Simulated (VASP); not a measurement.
# Ag (I4/mmm) in VASP: a series of runs

Ag is run at these levels: LDA; tasks: electric field gradients.

All numbers are computed with VASP 6.6.1; they aren't measurements. Logs are shortened: lines on timing, memory, paths and dates and some standing lists are left out, and cuts for length are marked.

### 1 The cell of the first run

It takes space group I4/mmm (No. 139, tetragonal). Conventional cell: a = 2.889 Å, b = 2.889 Å, c = 4.168 Å, α = 90.00°, β = 90.00°, γ = 90.00°. Ag (site symmetry 4/mmm) has 12 Ag at 2.89 to 2.92 Å within 3.8 Å.

### 2 Electric field gradients, LDA (zz strain of +2 %)

Contents of INCAR:

```
SYSTEM = Ag
ALGO = Normal
EDIFF = 1E-8
ENCUT = 520
ISIF = 2
ISMEAR = -1
LASPH = .True.
LCHARG = .False.
LEFG = .True.
LREAL = .False.
LWAVE = .False.
NBANDS = 12
NELM = 100
PREC = Accurate
SIGMA = 0.05
```

Contents of KPOINTS:

```
k-points
0
Gamma
  15 15 15
  0 0 0
```

Contents of POSCAR:

```
Ag
1.0
    0.0000000000      2.0431000000      2.0839620000
    2.0431000000      0.0000000000      2.0839620000
    2.0431000000      2.0431000000      0.0000000000
Ag
1
Direct
    0.0000000000      0.0000000000      0.0000000000
```

Potentials or basis: VASP PAW LDA potentials, release 64 (Ag).

Started as:

```bash
> cat potpaw_LDA.64/Ag/POTCAR > POTCAR
> mpirun -np 1 vasp_std > vasp.out
```

OUTCAR:

```text
SYSTEM = Ag
   EDIFF = 1E-8
   ENCUT = 520
   ISIF = 2
   ISMEAR = -1
   LASPH = .True.
   LREAL = .False.
   NELM = 100
   PREC = Accurate

 ion  position               nearest neighbor table
   1  0.000  0.000  0.000-

  LATTYP: Found a body centered tetragonal cell.
 ALAT       =     2.8893797293
 C/A-ratio  =     1.4424978336

  Lattice vectors:

 A1 = (  -2.0431000000,   0.0000000000,   2.0839620000)
 A2 = (   2.0431000000,   0.0000000000,   2.0839620000)
 A3 = (   0.0000000000,   2.0431000000,  -2.0839620000)

Analysis of symmetry for initial positions (statically):
=====================================================================
 Subroutine PRICEL returns:
 Original cell was already a primitive cell.

 Routine SETGRP: Setting up the symmetry group for a
 body centered tetragonal supercell.

 Subroutine GETGRP returns: Found 16 space group operations
 (whereof 16 operations were pure point group operations)
 out of a pool of 16 trial point group operations.

The static configuration has the point symmetry D_4h.

Analysis of symmetry for dynamics (positions and initial velocities):
=====================================================================
 Subroutine PRICEL returns:
 Original cell was already a primitive cell.

 Routine SETGRP: Setting up the symmetry group for a
 body centered tetragonal supercell.

 Subroutine GETGRP returns: Found 16 space group operations
 (whereof 16 operations were pure point group operations)
 out of a pool of 16 trial point group operations.

The dynamic configuration has the point symmetry D_4h.

 Subroutine INISYM returns: Found 16 space group operations
 (whereof 16 operations are pure point group operations),
 and found     1 'primitive' translations

----------------------------------------------------------------------------------------

                                     Primitive cell

  volume of cell :      17.3980

  direct lattice vectors                    reciprocal lattice vectors
     0.000000000  2.043100000  2.083962000    -0.244726151  0.244726151  0.239927599
[... 116 lines left out ...]
  energy-cutoff  :      520.00
  volume of cell :       17.40
 maximum number of plane-waves:       491
 NGX is ok and might be reduce to    24
   NGX = 11   NGY = 11   NGZ = 11

 number of electron      10.9999998 magnetization

 Free energy of the ion-electron system (eV)
  ---------------------------------------------------
  ext. energy  EPLUGINS =         0.00000000
  ---------------------------------------------------
  free energy    TOTEN  =        -3.73855929 eV

  energy without entropy =       -3.73532279  energy(sigma->0) =       -3.73694104

 E-fermi :   7.9830     XC(G=0): -12.4656

 val. band max:        7.9759720751   @ k =   0.4667   0.0667   0.4000
 cond. band min:       7.9969513303   @ k =  -0.2667   0.0667   0.2667
 fundamental gap:      0.0209792552
 Fermi energy:         7.9830365696

 k-point     1 :       0.0000    0.0000    0.0000
  band No.  band energies     occupation
      1       0.1853      2.00000
      2       3.0785      2.00000
      3       3.2047      2.00000
      4       3.2047      2.00000
      5       4.1137      2.00000
      6       4.2416      2.00000
      7      23.8500      0.00000
      8      27.0720      0.00000
      9      27.3006      0.00000
     10      27.3006      0.00000
     11      32.1946      0.00000
     12      32.9713      0.00000
[... 331 lines left out ...]
 k-point    24 :       0.2000    0.1333    0.0000
  band No.  band energies     occupation
      1       1.2822      2.00000
      2       2.7227      2.00000
      3       3.5208      2.00000
      4       3.5872      2.00000
      5       3.9014      2.00000
      6       4.4094      2.00000
      7      22.8445      0.00000
      8      24.5028      0.00000
      9      24.7347      0.00000
     10      26.1930      0.00000
     11      29.1415      0.00000
     12      32.9373      0.00000

 [... further k-points ...]
[... 5 lines left out ...]
  --------------------------------------------------------------------------------------
  -------------------------------------------------------------------------------------
  Total       -0.9705088     -0.9705088     -0.9983538      0.0000000     -0.0000000      0.0000000
  in kB      -89.3739675    -89.3739675    -91.9382083      0.0000000     -0.0000000      0.0000000
  external PRESSURE =     -90.2287144 kB  Pullay stress =       0.0000000 kB

 VOLUME and BASIS-vectors are now :
 -----------------------------------------------------------------------------
  energy-cutoff  :      520.00
  volume of cell :       17.40
      direct lattice vectors                 reciprocal lattice vectors
     0.000000000  2.043100000  2.083962000    -0.244726151  0.244726151  0.239927599
     2.043100000  0.000000000  2.083962000     0.244726151 -0.244726151  0.239927599
     2.043100000  2.043100000  0.000000000     0.244726151  0.244726151 -0.239927599

 POSITION                                       TOTAL-FORCE (eV/Angst)
 -----------------------------------------------------------------------------------
      0.00000      0.00000      0.00000         0.000000      0.000000      0.000000
 -----------------------------------------------------------------------------------
    total drift:                               -0.000000     -0.000000     -0.000000

  FREE ENERGIE OF THE ION-ELECTRON SYSTEM (eV)
  ---------------------------------------------------
  free  energy   TOTEN  =        -3.7385592940 eV

  energy  without entropy=       -3.7353227913  energy(sigma->0) =       -3.73694104

 Electric field gradients (V/A^2)
---------------------------------------------------------------------
 ion       V_xx      V_yy      V_zz      V_xy      V_xz      V_yz
---------------------------------------------------------------------
   1       0.232     0.232    -0.465     0.001     0.000     0.000
---------------------------------------------------------------------

 Electric field gradients after diagonalization (V/A^2)
 (convention: |V_zz| > |V_xx| > |V_yy|)
----------------------------------------------------------------------
 ion       V_xx      V_yy      V_zz     asymmetry (V_yy - V_xx)/ V_zz
----------------------------------------------------------------------
   1       0.234     0.231    -0.465       0.005
----------------------------------------------------------------------

           NMR quadrupolar parameters

 Cq : quadrupolar parameter    Cq=e*Q*V_zz/h
 eta: asymmetry parameters     (V_yy - V_xx)/ V_zz
 Q  : nuclear electric quadrupole moment in mb (millibarn)
----------------------------------------------------------------------
 ion       Cq(MHz)       eta       Q (mb)
----------------------------------------------------------------------
   1      -0.001       0.005       1.000
----------------------------------------------------------------------
```

OSZICAR:

```text
N       E                     dE             d eps       ncg     rms          rms(c)
DAV:   1     0.521500853820E+02    0.52150E+02   -0.54598E+03  6980   0.825E+02
DAV:   2    -0.320841825370E+01   -0.55359E+02   -0.52114E+02  8048   0.195E+02
DAV:   3    -0.404604333208E+01   -0.83763E+00   -0.83703E+00  8016   0.255E+01
DAV:   4    -0.404852975544E+01   -0.24864E-02   -0.24863E-02  8140   0.146E+00
DAV:   5    -0.404854948324E+01   -0.19728E-04   -0.19728E-04  8120   0.117E-01    0.520E+00
DAV:   6    -0.375220909907E+01    0.29634E+00   -0.12518E+00  7420   0.979E+00    0.331E+00
DAV:   7    -0.374286721453E+01    0.93419E-02   -0.63225E-03  8008   0.790E-01    0.187E+00
DAV:   8    -0.373854960820E+01    0.43176E-02   -0.82901E-04  7972   0.218E-01    0.600E-02
DAV:   9    -0.373855986257E+01   -0.10254E-04   -0.72516E-06  8068   0.171E-02    0.133E-02
DAV:  10    -0.373855930900E+01    0.55358E-06   -0.16024E-06  8212   0.993E-03    0.175E-03
DAV:  11    -0.373855929477E+01    0.14224E-07   -0.30969E-08  7828   0.128E-03    0.578E-04
DAV:  12    -0.373855929401E+01    0.76579E-09   -0.10021E-09  4772   0.293E-04
   1 F= -.37385593E+01 E0= -.37369410E+01  d E =-.323650E-02
```

stdout:

```text
POSCAR found type information on POSCAR Ag
 POSCAR found :  1 types and       1 ions
 scaLAPACK will be used
 LDA part: xc-table for (Slater(with rela. corr.)+CA(PZ))
 , standard interpolation
 POSCAR, INCAR and KPOINTS ok, starting setup
 FFT: planning ... GRIDC
 FFT: planning ... GRID_SOFT
 FFT: planning ... GRID
 WAVECAR not read
 entering main loop
ion   1
```

It took 33 s on 1 thread of AMD EPYC 9R14 (Zen 4), shared host; peak memory 0.14 GiB.

What came out:

```yaml
Free_energy: -3.7386 eV
Pressure: -9.0 GPa
```

Levels at points of the mesh, in eV from the Fermi level:
```csv
k point,band 2,band 3,band 4,band 5,band 6,band 7,band 8,band 9,band 10,band 11
"(0.00, 0.00, 0.00)",-4.90,-4.78,-4.78,-3.87,-3.74,15.87,19.09,19.32,19.32,24.21
```

Electric field gradients, principal values (V/Å²):
```tsv
atom	least	middle	greatest (by size)
1 Ag	0.231	0.234	-0.465
```

Caveat: the cell differs from its parent crystal (zz strain of +2 %); without QUAD_EFG the Cq values of the log hold for a quadrupole moment of 1 mb, not for the nuclei.

### 3 Electric field gradients, LDA (equal xx and yy strain of +2 %)

Contents of INCAR:

```
PREC = Accurate
ENCUT = 520
EDIFF = 1E-8
ISMEAR = -1
SIGMA = 0.05
LREAL = False
LASPH = True
NELM = 80
ALGO = Normal
ISIF = 2
LWAVE = False
LCHARG = False
GGA = CA
LEFG = True
NBANDS = 12
```

Contents of KPOINTS:

```
regular mesh
0
Gamma
  15 15 15
```

Contents of POSCAR:

```
Ag
1.0
    0.0000000000      2.0839620000      2.0431000000
    2.0839620000      0.0000000000      2.0431000000
    2.0839620000      2.0839620000      0.0000000000
Ag
1
Direct
    0.0000000000      0.0000000000      0.0000000000
```

Potentials or basis: VASP PAW LDA potentials, release 64 (Ag).

Started as:

```bash
> cat potpaw_LDA.64/Ag/POTCAR > POTCAR
> mpirun -np 1 vasp_std > vasp.out
```

OUTCAR:

```text
PREC = Accurate
   ENCUT = 520
   EDIFF = 1E-8
   ISMEAR = -1
   LREAL = False
   LASPH = True
   NELM = 80
   ISIF = 2
   GGA = CA

 ion  position               nearest neighbor table
   1  0.000  0.000  0.000-

  LATTYP: Found a body centered tetragonal cell.
 ALAT       =     2.9471673239
 C/A-ratio  =     1.3864838847

  Lattice vectors:

 A1 = (   0.0000000000,  -2.0839620000,  -2.0431000000)
[... 566 lines left out ...]
 -----------------------------------------------------------------------------------
    total drift:                               -0.000000     -0.000000      0.000000

  FREE ENERGIE OF THE ION-ELECTRON SYSTEM (eV)
  ---------------------------------------------------
  free  energy   TOTEN  =        -3.7175531664 eV

  energy  without entropy=       -3.7143296944  energy(sigma->0) =       -3.71594143

 Electric field gradients (V/A^2)
---------------------------------------------------------------------
 ion       V_xx      V_yy      V_zz      V_xy      V_xz      V_yz
---------------------------------------------------------------------
   1      -0.744    -0.744     1.488     0.000     0.001     0.001
---------------------------------------------------------------------

 Electric field gradients after diagonalization (V/A^2)
 (convention: |V_zz| > |V_xx| > |V_yy|)
----------------------------------------------------------------------
 ion       V_xx      V_yy      V_zz     asymmetry (V_yy - V_xx)/ V_zz
----------------------------------------------------------------------
   1      -0.744    -0.744     1.488       0.000
----------------------------------------------------------------------

           NMR quadrupolar parameters

 Cq : quadrupolar parameter    Cq=e*Q*V_zz/h
 eta: asymmetry parameters     (V_yy - V_xx)/ V_zz
 Q  : nuclear electric quadrupole moment in mb (millibarn)
----------------------------------------------------------------------
 ion       Cq(MHz)       eta       Q (mb)
----------------------------------------------------------------------
   1       0.004       0.000       1.000
----------------------------------------------------------------------
```

OSZICAR:

```text
N       E                     dE             d eps       ncg     rms          rms(c)
DAV:   1     0.513114477204E+02    0.51311E+02   -0.54678E+03  7012   0.825E+02
DAV:   2    -0.318064532474E+01   -0.54492E+02   -0.51238E+02  8004   0.192E+02
DAV:   3    -0.401791281204E+01   -0.83727E+00   -0.83666E+00  8056   0.253E+01
DAV:   4    -0.402059774360E+01   -0.26849E-02   -0.26848E-02  8020   0.151E+00
DAV:   5    -0.402062031065E+01   -0.22567E-04   -0.22567E-04  8188   0.123E-01    0.494E+00
DAV:   6    -0.373028423002E+01    0.29034E+00   -0.12484E+00  7428   0.974E+00    0.318E+00
DAV:   7    -0.372166568448E+01    0.86185E-02   -0.55985E-03  7980   0.761E-01    0.181E+00
DAV:   8    -0.371754415096E+01    0.41215E-02   -0.80265E-04  7976   0.213E-01    0.535E-02
DAV:   9    -0.371755357373E+01   -0.94228E-05   -0.72103E-06  8052   0.168E-02    0.121E-02
DAV:  10    -0.371755317861E+01    0.39512E-06   -0.14932E-06  8160   0.973E-03    0.151E-03
DAV:  11    -0.371755316622E+01    0.12396E-07   -0.28232E-08  7732   0.121E-03    0.585E-04
DAV:  12    -0.371755316636E+01   -0.14484E-09   -0.10050E-09  4784   0.294E-04
   1 F= -.37175532E+01 E0= -.37159414E+01  d E =-.322347E-02
```

Run time: 37 s. Hardware: 1 thread of AMD EPYC 9R14 (Zen 4), shared host; peak memory 0.14 GiB.

Results:

| Quantity | Value |
| --- | --- |
| Free energy | -3.7176 eV |
| Pressure | -10.6 GPa |

Levels at points of the mesh, in eV from the Fermi level:
| k point | band 3 | band 4 | band 5 | band 6 | band 7 | band 8 | band 9 | band 10 |
| --- | --- | --- | --- | --- | --- | --- | --- | --- |
| (0.00, 0.00, 0.00) | -4.78 | -4.66 | -3.82 | -3.70 | 15.83 | 19.01 | 19.01 | 19.23 |

Electric field gradients, principal values (V/Å²):
```csv
atom,least,middle,greatest (by size)
1 Ag,-0.744,-0.744,1.488
```

Caveat: the cell differs from its parent crystal (equal xx and yy strain of +2 %); without QUAD_EFG the Cq values of the log hold for a quadrupole moment of 1 mb, not for the nuclei.

(Part 1 of 3 ends here.)
